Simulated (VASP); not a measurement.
Here is a VASP 6.6.1 calculation.

File INCAR:

```
SYSTEM = Ti
  PREC = Accurate
  ENCUT = 520
  EDIFF = 1E-8
  ISMEAR = -1
  SIGMA = 0.05
  LREAL = .FALSE.
  LASPH = .TRUE.
  NELM = 100
  ALGO = Normal
  ISIF = 2
  LWAVE = .FALSE.
  LCHARG = .FALSE.
  LEFG = .TRUE.
  NBANDS = 12
```

KPOINTS

```
regular mesh
0
G
  15 15 15
  0 0 0
```

The input POSCAR:

```
Ti
1.0
    0.0406000000      2.0503000000      2.0503000000
    2.0503000000      0.0406000000      2.0503000000
    2.0503000000      2.0503000000      0.0406000000
Ti
1
Direct
    0.0000000000      0.0000000000      0.0000000000
```

Potentials or basis: VASP PAW LDA potentials, release 64 (Ti_sv).

The run is started by

```console
$ cat potpaw_LDA.64/Ti_sv/POTCAR > POTCAR
$ mpirun -np 1 vasp_std > vasp.out
```

Estimate the pressure.

-4.9 GPa.

What does it give for the band gap on the k mesh?

Zero (band 6 reaches 9.09 eV, above the bottom of band 7 at 8.06 eV).

Electric field gradients, principal values (V/Å²):
```
atom  least  middle  greatest (by size)
1 Ti  4.226   4.226              -8.452
```

Caveat: the cell differs from its parent crystal (equal xy, yz and zx shear strains of +2 %); without QUAD_EFG the Cq values of the log hold for a quadrupole moment of 1 mb, not for the nuclei.
